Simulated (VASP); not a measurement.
# Y (P6_3/mmc) in VASP: notebook, part 2 of 2

VASP 6.6.1. Earlier steps stand in the parts before.

### 3 Relaxation of cell and atoms, PBEsol

This run uses another cell than the first one, of 33.01 Å³/atom.

File INCAR:

```
PREC = Accurate ; ENCUT = 600
EDIFF = 1E-6 ; ISMEAR = -1
SIGMA = 0.05 ; LREAL = F
LASPH = T ; NELM = 60
ALGO = Normal ; ISIF = 3
LWAVE = F ; LCHARG = F
GGA = PS ; IBRION = 2
NSW = 80 ; EDIFFG = -0.02
```

File KPOINTS:

```
regular mesh
0
Gamma
  15 15 8
```

File POSCAR:

```
Y
1.0
    3.6474000000      0.0000000000      0.0000000000
   -1.8237000000      3.1587410600      0.0000000000
    0.0000000000      0.0000000000      5.7306000000
Y
2
Direct
    0.3333333300      0.6666666700      0.2500000000
    0.6666666700      0.3333333300      0.7500000000
```

Potentials or basis: VASP PAW PBE potentials, release 64 (Y_sv).

Launch:

```bash
$ cat potpaw_PBE.64/Y_sv/POTCAR > POTCAR
$ mpirun -np 1 vasp_std > vasp.out
```

OUTCAR:

```text
PREC = Accurate
   ENCUT = 600
   EDIFF = 1E-6
   ISMEAR = -1
   LREAL = F
   LASPH = T
   NELM = 60
   ISIF = 3
   GGA = PS
   IBRION = 2
   NSW = 80
   EDIFFG = -0.02

 ion  position               nearest neighbor table
   1  0.333  0.667  0.250-   2 3.56   2 3.56   2 3.56   2 3.56   2 3.56   2 3.56
   2  0.667  0.333  0.750-   1 3.56   1 3.56   1 3.56   1 3.56   1 3.56   1 3.56

  LATTYP: Found a hexagonal cell.
 ALAT       =     3.6474000000
 C/A-ratio  =     1.5711465702

  Lattice vectors:

 A1 = (   3.6474000000,   0.0000000000,   0.0000000000)
 A2 = (  -1.8237000000,   3.1587410600,   0.0000000000)
 A3 = (   0.0000000000,   0.0000000000,   5.7306000000)

Analysis of symmetry for initial positions (statically):
=====================================================================
 Subroutine PRICEL returns:
 Original cell was already a primitive cell.

 Routine SETGRP: Setting up the symmetry group for a
 hexagonal supercell.

 Subroutine GETGRP returns: Found 24 space group operations
 (whereof 12 operations were pure point group operations)
 out of a pool of 24 trial point group operations.

The static configuration has the point symmetry D_3d.
 The point group associated with its full space group is D_6h.

Analysis of symmetry for dynamics (positions and initial velocities):
=====================================================================
 Subroutine PRICEL returns:
 Original cell was already a primitive cell.

 Routine SETGRP: Setting up the symmetry group for a
 hexagonal supercell.

 Subroutine GETGRP returns: Found 24 space group operations
 (whereof 12 operations were pure point group operations)
 out of a pool of 24 trial point group operations.

The dynamic configuration has the point symmetry D_3d.
 The point group associated with its full space group is D_6h.

 Subroutine INISYM returns: Found 24 space group operations
 (whereof 12 operations are pure point group operations),
 and found     1 'primitive' translations

----------------------------------------------------------------------------------------

                                     Primitive cell

  volume of cell :      66.0233

  direct lattice vectors                    reciprocal lattice vectors
     3.647400000  0.000000000  0.000000000     0.274167900  0.158290911  0.000000000
    -1.823700000  3.158741060  0.000000000     0.000000000  0.316581822  0.000000000
     0.000000000  0.000000000  5.730600000     0.000000000  0.000000000  0.174501797

  length of vectors
     3.647400000  3.647400002  5.730600000     0.316581822  0.316581822  0.174501797

  position of ions in fractional coordinates (direct lattice)
     0.333333330  0.666666670  0.250000000
     0.666666670  0.333333330  0.750000000

  ion indices of the primitive-cell ions
   primitive index   ion index
                 1           1
                 2           2

----------------------------------------------------------------------------------------

 KPOINTS: regular mesh

Automatic generation of k-mesh.
 Grid dimensions read from file:
 generate k-points for:   15   15    8

 Generating k-lattice:

  Cartesian coordinates                     Fractional coordinates (reciprocal lattice)
     0.018277860  0.010552727  0.000000000     0.066666667  0.000000000  0.000000000
[... 55 lines left out ...]
   LSORBIT =      F    spin-orbit coupling
   LASPH  =      T    aspherical Exc in radial PAW
   ENCUT  =  600.0 eV  44.10 Ry    6.64 a.u.   7.28  7.28 11.45*2*pi/ulx,y,z
   NELM   =     60;   NELMIN=  2; NELMDL= -5     # of ELM steps
   EDIFF  = 0.1E-05   stopping-criterion for ELM
   LREAL  =      F    real-space projection
   EDIFFG = -.2E-01   stopping-criterion for IOM
   NSW    =     80    number of steps for IOM
   IBRION =      2    ionic relax: 0-MD 1-quasi-New 2-CG
   NFREE  =      1    steps in history (QN), initial steepest desc. (CG)
   ISIF   =      3    stress and relaxation
   ISYM   =      2    0-nonsym 1-usesym 2-fastsym
   POTIM  = 0.5000    time-step for ionic-motion
   TEBEG  =    0.0;   TEEND  =   0.0 temperature during run
   PSTRESS=    0.0 pullay stress
   NELECT =      22.0000    total number of electrons
   NUPDOWN=      -1.0000    fix difference up-down
   EMIN   =  10.00;   EMAX   =-10.00  energy-range for DOS
   EFERMI =   0.00;   METHOD = LEGACY
   ISMEAR =    -1;   SIGMA  =   0.05  broadening in eV -4-tet -1-fermi 0-gaus
   EFERMI_NEDOS =   21; number of points for ismear=-14 and -15
   IALGO  =     38    algorithm
   IMIX   =      4    mixing-type and parameters
     AMIX     =   0.40;   BMIX     =  1.00
     AMIX_MAG =   1.60;   BMIX_MAG =  1.00
  volume/ion in A,a.u.               =      33.01       222.77
  Fermi-wavevector in a.u.,A,eV,Ry     =   1.134967  2.144777 17.526345  1.288150
  Thomas-Fermi vector in A             =   2.271671
   LORBIT       =      0    0 simple, 1 ext, 2 COOP (PROOUT), +10 PAW based schemes
   GGA     = PS    functional components
   LHFCALC =     F    Hartree Fock is set to
   AEXX    =    0.0000 exact exchange contribution
   IVDW    =     0    specifies the selected vdW correction
   LEPSILON=     F    determine dielectric tensor
   LRPA    =     F    only Hartree local field effects (RPA)
 conjugate gradient relaxation of ions
 non-spin polarized calculation
  energy-cutoff  :      600.00
  volume of cell :       66.02
 maximum number of plane-waves:      2237
 NGX is ok and might be reduce to    30
   NGX = 15   NGY = 15   NGZ = 23

--------------------------------------- Ionic step        1  -------------------------------------------

 number of electron      22.0000002 magnetization

 Free energy of the ion-electron system (eV)
  ---------------------------------------------------
  ext. energy  EPLUGINS =         0.00000000
  ---------------------------------------------------
  free energy    TOTEN  =       -13.62910222 eV

  energy without entropy =      -13.59678745  energy(sigma->0) =      -13.61294484

------------------------ aborting loop because EDIFF is reached ----------------------------------------

  FORCE on cell =-STRESS in cart. coord.  units (eV):
  Direction    XX          YY          ZZ          XY          YZ          ZX
  --------------------------------------------------------------------------------------
  -------------------------------------------------------------------------------------
  Total       -0.8055180     -0.8055180     -1.0916211      0.0000000      0.0000000      0.0000000
  in kB      -19.5473704    -19.5473705    -26.4901849      0.0000000      0.0000000      0.0000000
  external PRESSURE =     -21.8616419 kB  Pullay stress =       0.0000000 kB
[... 167 lines left out ...]
--------------------------------------- Ionic step        6  -------------------------------------------

 number of electron      21.9999999 magnetization

 Free energy of the ion-electron system (eV)
  ---------------------------------------------------
  ext. energy  EPLUGINS =         0.00000000
  ---------------------------------------------------
  free energy    TOTEN  =       -13.65560463 eV

  energy without entropy =      -13.62578317  energy(sigma->0) =      -13.64069390

 E-fermi :   3.1243     XC(G=0):  -9.7316

 val. band max:        3.1129896951   @ k =   0.3333   0.2667   0.3750
 cond. band min:       3.1352574574   @ k =   0.2000   0.0000   0.2500
 fundamental gap:      0.0222677623
 Fermi energy:         3.1243017619

 k-point     1 :       0.0000    0.0000    0.0000
  band No.  band energies     occupation
      1     -39.3470      2.00000
      2     -39.2512      2.00000
      3     -19.7196      2.00000
      4     -19.1519      2.00000
      5     -19.1519      2.00000
      6     -19.0408      2.00000
      7     -19.0408      2.00000
      8     -18.9937      2.00000
      9      -1.6498      2.00000
     10       1.1940      2.00000
     11       4.2618      0.00000
     12       4.8936      0.00000
     13       4.8936      0.00000
     14       5.3075      0.00000
[... 401 lines left out ...]
      2     -39.2438      2.00000
      3     -19.5458      2.00000
      4     -19.4211      2.00000
      5     -19.3688      2.00000
      6     -19.3632      2.00000
      7     -19.2230      2.00000
      8     -19.2010      2.00000
      9       1.9353      2.00000
     10       2.3058      2.00000
     11       2.3598      2.00000
     12       2.8104      1.99626
     13       4.2807      0.00000
     14       4.4689      0.00000
     15       5.4506      0.00000

 [... further k-points ...]

------------------------ aborting loop because EDIFF is reached ----------------------------------------

  FORCE on cell =-STRESS in cart. coord.  units (eV):
  Direction    XX          YY          ZZ          XY          YZ          ZX
  --------------------------------------------------------------------------------------
  -------------------------------------------------------------------------------------
  Total       -0.0080593     -0.0080593     -0.0075146      0.0000000      0.0000000      0.0000000
  in kB       -0.2067003     -0.2067004     -0.1927308      0.0000000      0.0000000      0.0000000
  external PRESSURE =      -0.2020438 kB  Pullay stress =       0.0000000 kB
[... 17 lines left out ...]
  FREE ENERGIE OF THE ION-ELECTRON SYSTEM (eV)
  ---------------------------------------------------
  free  energy   TOTEN  =       -13.6556046319 eV

  energy  without entropy=      -13.6257831733  energy(sigma->0) =      -13.64069390

 reached required accuracy - stopping structural energy minimisation
```

OSZICAR:

```text
N       E                     dE             d eps       ncg     rms          rms(c)
DAV:   1     0.928189591321E+02    0.92819E+02   -0.12382E+04  4050   0.154E+03
DAV:   2    -0.635721626314E+01   -0.99176E+02   -0.98181E+02  5045   0.306E+02
DAV:   3    -0.139509612709E+02   -0.75937E+01   -0.75082E+01  7752   0.500E+01
[... 53 lines left out ...]
DAV:   2    -0.136557756194E+02    0.42087E-03   -0.10360E-03  4435   0.234E-01    0.741E-02
DAV:   3    -0.136556043442E+02    0.17128E-03   -0.50854E-04  5086   0.169E-01    0.452E-02
DAV:   4    -0.136556066013E+02   -0.22572E-05   -0.17675E-05  4875   0.310E-02    0.189E-02
DAV:   5    -0.136556045932E+02    0.20082E-05   -0.70533E-06  4979   0.195E-02    0.378E-03
DAV:   6    -0.136556046319E+02   -0.38710E-07   -0.27966E-07  2123   0.414E-03
   6 F= -.13655605E+02 E0= -.13640694E+02  d E =-.256394E-03
```

CONTCAR:

```text
Y
   1.00000000000000
     3.5948518841706028    0.0000000000000000    0.0000000000000000
    -1.7974259420853014    3.1132330566736406    0.0000000000000000
     0.0000000000000000    0.0000000000000000    5.5817675225709520
  Y
     2
Direct
     0.3333333300000021    0.6666666699999979    0.2500000000000000
     0.6666666699999979    0.3333333300000021    0.7500000000000000

  0.00000000E+00  0.00000000E+00  0.00000000E+00
  0.00000000E+00  0.00000000E+00  0.00000000E+00
```

It took 7.5 min on 1 thread of AMD EPYC 7R13 (Zen 3), shared host; peak memory 0.3 GiB.

What came out:

```
Free energy                           : -13.6556 eV
Relaxed volume                        : 31.23 Å³/atom
Relaxed cell                          : a = 3.595 Å, b = 3.595 Å, c = 5.582 Å, α = 90.00°, β = 90.00°, γ = 120.00°
Space group after relaxing (to 0.1 Å) : P6_3/mmc (No. 194)
Energy gained by relaxing             : 13.3 meV/atom
Ionic steps                           : 6
Pressure after relaxing               : 0.0 GPa
Band gap on the k mesh                : zero (bands 11 and 12 overlap by 1.59 eV)
```

The path:
| step | energy change (eV) | largest force (eV/Å) | pressure (GPa) | volume (Å³) |
| --- | --- | --- | --- | --- |
| 1 | 0.0000 | 0.0000 | -2.19 | 66.02 |
| 2 | -0.0255 | 0.0000 | 0.38 | 61.81 |
| 3 | -0.0262 | 0.0000 | 0.05 | 62.36 |
| 4 | -0.0262 | 0.0000 | -0.01 | 62.43 |
| 5 | -0.0264 | 0.0000 | -0.01 | 62.45 |
| 6 | -0.0265 | 0.0000 | -0.02 | 62.47 |

Final structure:
```cif
data_structure
_symmetry_space_group_name_H-M 'P 1'
_symmetry_Int_Tables_number 1
_cell_length_a 3.5949
_cell_length_b 3.5949
_cell_length_c 5.5818
_cell_angle_alpha 90.000
_cell_angle_beta 90.000
_cell_angle_gamma 120.000
_cell_volume 62.47
loop_
_atom_site_label
_atom_site_type_symbol
_atom_site_fract_x
_atom_site_fract_y
_atom_site_fract_z
_atom_site_occupancy
Y1 Y 0.33333 0.66667 0.25000 1
Y2 Y 0.66667 0.33333 0.75000 1
```

Levels at points of the mesh, in eV from the Fermi level:
```csv
k point,band 8,band 9,band 10,band 11,band 12,band 13,band 14,band 15
"(0.00, 0.00, 0.00)",-22.12,-4.77,-1.93,1.14,1.77,1.77,2.18,2.44
"(0.00, 0.00, 0.50)",-22.22,-3.25,-3.25,1.02,1.02,1.67,1.67,1.67
```

Caveat: the PAW data sets were made with another functional, which shifts forces and pressure a little.
